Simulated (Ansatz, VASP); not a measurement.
# H6C2O in VASP and in Ansatz

```
C O H
1.0
     6.77081    0.00000    0.00000
     0.00000    6.77081    0.00000
     0.00000    0.00000    6.77081
C O H
8 4 24
Direct
  0.42790 0.51171 0.73701
  0.48022 0.71038 0.82082
  0.68851 0.31219 0.27952
  0.50933 0.18270 0.28377
  0.09588 0.13348 0.72042
  0.99476 0.26854 0.86577
  0.05730 0.86198 0.23120
  0.07101 0.66662 0.33928
  0.65123 0.69224 0.94191
  0.51576 0.04969 0.11906
  0.87297 0.40528 0.76122
  0.98176 0.69211 0.52439
  0.66670 0.81783 0.01305
  0.50642 0.81940 0.70174
  0.35364 0.76507 0.91000
  0.29163 0.52535 0.64944
  0.54831 0.45438 0.64387
  0.40392 0.40296 0.85615
  0.38844 0.98081 0.11660
  0.50222 0.09855 0.42382
  0.37386 0.27438 0.27445
  0.68840 0.41326 0.40679
  0.82457 0.22398 0.28930
  0.69068 0.40271 0.14486
  0.81444 0.50424 0.85248
  0.90297 0.18044 0.96802
  0.10527 0.35052 0.95505
  0.20883 0.04398 0.79677
  0.99218 0.03053 0.64887
  0.17365 0.21956 0.60645
  0.95739 0.56405 0.59395
  0.99662 0.54996 0.25178
  0.22917 0.62205 0.35317
  0.10960 0.84931 0.07752
  0.90208 0.91118 0.22724
  0.14070 0.97706 0.31110
```

Alike in both runs: functional PBEsol; k mesh 1 × 1 × 1; occupations fermi-dirac, width 0.02 eV; no spin polarisation.

Ansatz relaxed the structure, and its values are those at the end. VASP's run is a single point on that final structure, the one shown.

|  | VASP | Ansatz |
| --- | --- | --- |
| version | VASP 6.6.1 | Ansatz 0.2.0 |
| potentials or method | VASP PAW PBE potentials, release 64 (C_h, O_h, H_h), cutoff 1000 eV | scalar-relativistic, plane waves, PAW |
| valence electrons in the cell | 80 | 80 |

|  | VASP | Ansatz | Ansatz less VASP |
| --- | --- | --- | --- |
| rms of the force components (eV/Å) | 0.048 | 0.051 | +0.0036 |

VASP's potentials were made for PBE, not for PBEsol.
